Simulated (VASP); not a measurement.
# GaSb (dq5) (F-43m) in VASP: a series of runs, part 2 of 2

VASP 6.6.1. Earlier steps stand in the parts before.

## Step 4: Relaxation of cell and atoms, LDA

INCAR reads:

```
SYSTEM = GaSb
PREC = Accurate ; ENCUT = 500
EDIFF = 1E-7 ; ISMEAR = 0
SIGMA = 0.01 ; LREAL = .False.
LASPH = .True. ; NELM = 120
ALGO = Normal ; ISIF = 3
LWAVE = .False. ; LCHARG = .False.
GGA = CA ; IBRION = 2
NSW = 100 ; EDIFFG = -0.002
GGA_COMPAT = .False. ; NELMIN = 4
```

KPOINTS reads:

```
regular mesh
0
Gamma
  8 8 8
  0 0 0
```

POSCAR reads:

```
GaSb
1.0
    0.0000000000      3.0244336198      3.0244336198
    3.0244336198      0.0000000000      3.0244336198
    3.0244336198      3.0244336198      0.0000000000
Ga Sb
1 1
Direct
    0.0000000000      0.0000000000      0.0000000000
    0.2500000000      0.2500000000      0.2500000000
```

Potentials or basis: VASP PAW LDA potentials, release 64 (Ga_d, Sb).

The run is started by

```
cat potpaw_LDA.64/Ga_d/POTCAR potpaw_LDA.64/Sb/POTCAR > POTCAR
mpirun -np 1 vasp_std > vasp.out
```

OUTCAR:

```text
SYSTEM = GaSb
   PREC = Accurate
   ENCUT = 500
   EDIFF = 1E-7
   ISMEAR = 0
   LREAL = .False.
   LASPH = .True.
   NELM = 120
   ISIF = 3
   GGA = CA
   IBRION = 2
   NSW = 100
   EDIFFG = -0.002
   NELMIN = 4

 ion  position               nearest neighbor table
   1  0.000  0.000  0.000-   2 2.62   2 2.62   2 2.62   2 2.62
   2  0.250  0.250  0.250-   1 2.62   1 2.62   1 2.62   1 2.62

  LATTYP: Found a face centered cubic cell.
 ALAT       =     6.0488672396

  Lattice vectors:

 A1 = (   0.0000000000,   3.0244336198,   3.0244336198)
 A2 = (   3.0244336198,   0.0000000000,   3.0244336198)
 A3 = (   3.0244336198,   3.0244336198,   0.0000000000)

Analysis of symmetry for initial positions (statically):
=====================================================================
 Subroutine PRICEL returns:
 Original cell was already a primitive cell.

 Routine SETGRP: Setting up the symmetry group for a
 face centered cubic supercell.

 Subroutine GETGRP returns: Found 24 space group operations
 (whereof 24 operations were pure point group operations)
 out of a pool of 48 trial point group operations.

The static configuration has the point symmetry T_d .

Analysis of symmetry for dynamics (positions and initial velocities):
=====================================================================
 Subroutine PRICEL returns:
 Original cell was already a primitive cell.

 Routine SETGRP: Setting up the symmetry group for a
 face centered cubic supercell.

 Subroutine GETGRP returns: Found 24 space group operations
 (whereof 24 operations were pure point group operations)
 out of a pool of 48 trial point group operations.

The dynamic configuration has the point symmetry T_d .

 Subroutine INISYM returns: Found 24 space group operations
 (whereof 24 operations are pure point group operations),
 and found     1 'primitive' translations

----------------------------------------------------------------------------------------

                                     Primitive cell

  volume of cell :      55.3302

  direct lattice vectors                    reciprocal lattice vectors
     0.000000000  3.024433620  3.024433620    -0.165320210  0.165320210  0.165320210
     3.024433620  0.000000000  3.024433620     0.165320210 -0.165320210  0.165320210
     3.024433620  3.024433620  0.000000000     0.165320210  0.165320210 -0.165320210

  length of vectors
     4.277195044  4.277195044  4.277195044     0.286343003  0.286343003  0.286343003

  position of ions in fractional coordinates (direct lattice)
     0.000000000  0.000000000  0.000000000
     0.250000000  0.250000000  0.250000000

  ion indices of the primitive-cell ions
   primitive index   ion index
                 1           1
                 2           2

----------------------------------------------------------------------------------------

 KPOINTS: regular mesh

Automatic generation of k-mesh.
 Grid dimensions read from file:
 generate k-points for:    8    8    8

 Generating k-lattice:

  Cartesian coordinates                     Fractional coordinates (reciprocal lattice)
    -0.020665026  0.020665026  0.020665026     0.125000000  0.000000000  0.000000000
[... 52 lines left out ...]
   ICHARG =      2    charge: 1-file 2-atom 10-const
   ISPIN  =      1    spin polarized calculation?
   LNONCOLLINEAR =      F non collinear calculations
   LSORBIT =      F    spin-orbit coupling
   LASPH  =      T    aspherical Exc in radial PAW
   ENCUT  =  500.0 eV  36.75 Ry    6.06 a.u.   7.80  7.80  7.80*2*pi/ulx,y,z
   NELM   =    120;   NELMIN=  4; NELMDL= -5     # of ELM steps
   EDIFF  = 0.1E-06   stopping-criterion for ELM
   LREAL  =      F    real-space projection
   EDIFFG = -.2E-02   stopping-criterion for IOM
   NSW    =    100    number of steps for IOM
   IBRION =      2    ionic relax: 0-MD 1-quasi-New 2-CG
   NFREE  =      1    steps in history (QN), initial steepest desc. (CG)
   ISIF   =      3    stress and relaxation
   ISYM   =      2    0-nonsym 1-usesym 2-fastsym
   POTIM  = 0.5000    time-step for ionic-motion
   TEBEG  =    0.0;   TEEND  =   0.0 temperature during run
   PSTRESS=    0.0 pullay stress
   NELECT =      18.0000    total number of electrons
   NUPDOWN=      -1.0000    fix difference up-down
   EMIN   =  10.00;   EMAX   =-10.00  energy-range for DOS
   EFERMI =   0.00;   METHOD = LEGACY
   ISMEAR =     0;   SIGMA  =   0.01  broadening in eV -4-tet -1-fermi 0-gaus
   EFERMI_NEDOS =   21; number of points for ismear=-14 and -15
   IALGO  =     38    algorithm
   IMIX   =      4    mixing-type and parameters
     AMIX     =   0.40;   BMIX     =  1.00
     AMIX_MAG =   1.60;   BMIX_MAG =  1.00
  volume/ion in A,a.u.               =      27.67       186.69
  Fermi-wavevector in a.u.,A,eV,Ry     =   1.125931  2.127700 17.248373  1.267720
  Thomas-Fermi vector in A             =   2.262610
   LORBIT       =      0    0 simple, 1 ext, 2 COOP (PROOUT), +10 PAW based schemes
   GGA     = CA    functional components
   LHFCALC =     F    Hartree Fock is set to
   AEXX    =    0.0000 exact exchange contribution
   IVDW    =     0    specifies the selected vdW correction
   LEPSILON=     F    determine dielectric tensor
   LRPA    =     F    only Hartree local field effects (RPA)
 conjugate gradient relaxation of ions
 non-spin polarized calculation
 Gauss-broadening in eV      SIGMA  =   0.01
  energy-cutoff  :      500.00
  volume of cell :       55.33
 maximum number of plane-waves:      1424
   NGX = 15   NGY = 15   NGZ = 15

--------------------------------------- Ionic step        1  -------------------------------------------

 number of electron      17.9999989 magnetization

 Free energy of the ion-electron system (eV)
  ---------------------------------------------------
  ext. energy  EPLUGINS =         0.00000000
  ---------------------------------------------------
  free energy    TOTEN  =        -8.66639226 eV

  energy without entropy =       -8.66639226  energy(sigma->0) =       -8.66639226

------------------------ aborting loop because EDIFF is reached ----------------------------------------

  FORCE on cell =-STRESS in cart. coord.  units (eV):
  Direction    XX          YY          ZZ          XY          YZ          ZX
  --------------------------------------------------------------------------------------
  -------------------------------------------------------------------------------------
  Total        0.0499664      0.0499664      0.0499664      0.0000000      0.0000000      0.0000000
  in kB        1.4468601      1.4468601      1.4468601      0.0000000      0.0000000      0.0000000
  external PRESSURE =       1.4468601 kB  Pullay stress =       0.0000000 kB
[... 59 lines left out ...]
--------------------------------------- Ionic step        3  -------------------------------------------

 number of electron      17.9999988 magnetization

 Free energy of the ion-electron system (eV)
  ---------------------------------------------------
  ext. energy  EPLUGINS =         0.00000000
  ---------------------------------------------------
  free energy    TOTEN  =        -8.66647389 eV

  energy without entropy =       -8.66647389  energy(sigma->0) =       -8.66647389

 E-fermi :   5.0470     XC(G=0):  -9.5306

 val. band max:        5.0063528059   @ k =   0.0000   0.0000   0.0000
 cond. band min:       5.1034403428   @ k =   0.0000   0.0000   0.0000
 fundamental gap:      0.0970875369
 Fermi energy:         5.0469712334

 k-point     1 :       0.0000    0.0000    0.0000
  band No.  band energies     occupation
      1     -10.2060      2.00000
      2     -10.2060      2.00000
      3     -10.2060      2.00000
      4     -10.1519      2.00000
      5     -10.1519      2.00000
      6      -6.7306      2.00000
      7       5.0064      2.00000
      8       5.0064      2.00000
      9       5.0064      2.00000
     10       5.1034      0.00000
     11       7.7456      0.00000
     12       7.7456      0.00000
     13       7.7456      0.00000
[... 354 lines left out ...]
  band No.  band energies     occupation
      1     -10.2425      2.00000
      2     -10.1909      2.00000
      3     -10.1875      2.00000
      4     -10.1555      2.00000
      5     -10.1519      2.00000
      6      -4.6588      2.00000
      7      -1.5122      2.00000
      8       1.7690      2.00000
      9       3.0201      2.00000
     10       7.3073      0.00000
     11       8.3557      0.00000
     12      10.4149      0.00000
     13      11.4424      0.00000

 [... further k-points ...]

------------------------ aborting loop because EDIFF is reached ----------------------------------------

  FORCE on cell =-STRESS in cart. coord.  units (eV):
  Direction    XX          YY          ZZ          XY          YZ          ZX
  --------------------------------------------------------------------------------------
  -------------------------------------------------------------------------------------
  Total       -0.0025666     -0.0025666     -0.0025666     -0.0000000      0.0000000     -0.0000000
  in kB       -0.0740991     -0.0740991     -0.0740991     -0.0000000      0.0000000     -0.0000000
  external PRESSURE =      -0.0740991 kB  Pullay stress =       0.0000000 kB
[... 17 lines left out ...]
  FREE ENERGIE OF THE ION-ELECTRON SYSTEM (eV)
  ---------------------------------------------------
  free  energy   TOTEN  =        -8.6664738875 eV

  energy  without entropy=       -8.6664738875  energy(sigma->0) =       -8.66647389

 reached required accuracy - stopping structural energy minimisation
```

Run time: 27 s. Hardware: 1 thread of Intel Xeon Platinum 8488C (Sapphire Rapids), shared host; peak memory 0.17 GiB.

What came out:

```
Free energy                            : -8.6665 eV
Relaxed volume                         : 27.75 Å³/atom
Relaxed cell                           : a = 4.281 Å, b = 4.281 Å, c = 4.281 Å, α = 60.00°, β = 60.00°, γ = 60.00°
Space group after relaxing (to 0.05 Å) : F-43m (No. 216)
Energy gained by relaxing              : 0.0 meV/atom
Ionic steps                            : 3
Pressure after relaxing                : 0.0 GPa
Band gap on the k mesh                 : 0.10 eV, direct
```

Final structure:
```yaml
crystal:
  lattice:
    - [0.00000, 3.02745, 3.02745]
    - [3.02745, 0.00000, 3.02745]
    - [3.02745, 3.02745, 0.00000]
  atoms:
    - { symbol: Ga, position: [0.00000, 0.00000, 0.00000] }
    - { symbol: Sb, position: [0.25000, 0.25000, 0.25000] }
```

Levels at points of the mesh, in eV from the valence-band top:
```csv
k point,band 7,band 8,band 9,band 10,band 11,band 12
"(0.00, 0.00, 0.00)",0.00,0.00,0.00,0.10,2.74,2.74
"(0.50, 0.00, 0.00)",-6.56,-1.21,-1.21,0.36,3.71,3.71
"(0.50, 0.50, 0.00)",-7.00,-2.69,-2.69,0.80,1.10,8.78
```

Caveat: spin-orbit coupling is left out, which moves the levels of the heavy elements. A k mesh can miss the band edges.

## Step 5: The runs side by side

| task | cell | k mesh | smearing | gap on the mesh (eV) | pressure (GPa) |
| --- | --- | --- | --- | --- | --- |
| single point | a = 4.276 Å, angles 60.0°, 2 atoms | 8 × 8 × 8 | gaussian 0.01 eV | 0.13 | 0.2 |
| single point | a = 4.277 Å, angles 60.0°, 2 atoms | 10 × 10 × 10 | gaussian 0.1 eV | 0.12 | 0.2 |
| relaxation of cell and atoms | relaxed from a = 4.277 Å, angles 60.0°, 2 atoms | 8 × 8 × 8 | gaussian 0.01 eV | 0.10 | 0.0 |

Alike in all rows: level LDA; potentials or basis VASP PAW LDA potentials, release 64 (Ga_d, Sb); no spin polarisation; cutoff (eV) 500.

Caveats: spin-orbit coupling is left out, which moves the levels of the heavy elements.

Total energies depend on the potentials used, so only differences within one code and one set of settings carry meaning.
